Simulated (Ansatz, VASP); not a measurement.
**One calculation of Li2TiO2, two programs**

```
CELL_PARAMETERS angstrom
4.51921 0.00000 0.00000
0.00000 4.51921 0.00000
0.00000 0.00000 3.12425
ATOMIC_POSITIONS crystal
Li 0.50000 0.00000 0.00000
Li 0.00000 0.50000 0.00000
Ti 0.00000 0.00000 0.00000
O 0.00000 0.00000 0.50000
O 0.50000 0.50000 0.00000
```

Alike in both runs: task single point; functional PBE; k mesh 4 × 4 × 6; occupations gaussian, width 0.1 eV; collinear spin.

|  | VASP | Ansatz |
| --- | --- | --- |
| version | VASP 6.6.1 | Ansatz 0.2.0 |
| potentials or method | VASP PAW PBE potentials, release 64 (Li_sv, Ti_sv, O), cutoff 520 eV | scalar-relativistic, plane waves, PAW |
| valence electrons in the cell | 30 | 30 |

|  | VASP | Ansatz | Ansatz less VASP |
| --- | --- | --- | --- |
| gap on the k mesh at the Fermi level (eV) | none | none | - |
| net moment per atom (μB) | 0.28 | 0.28 | -0.001 |
| size of the moment on the site where the two differ most (μB) | 1.00 | 0.50 | -0.505 |

Site moments also hang on the region over which each program counts them. A gap of «none» marks a metal or a gap that the smearing closes.

Noted on VASP's run: the cutoff is short for stress, so the pressure is rough.
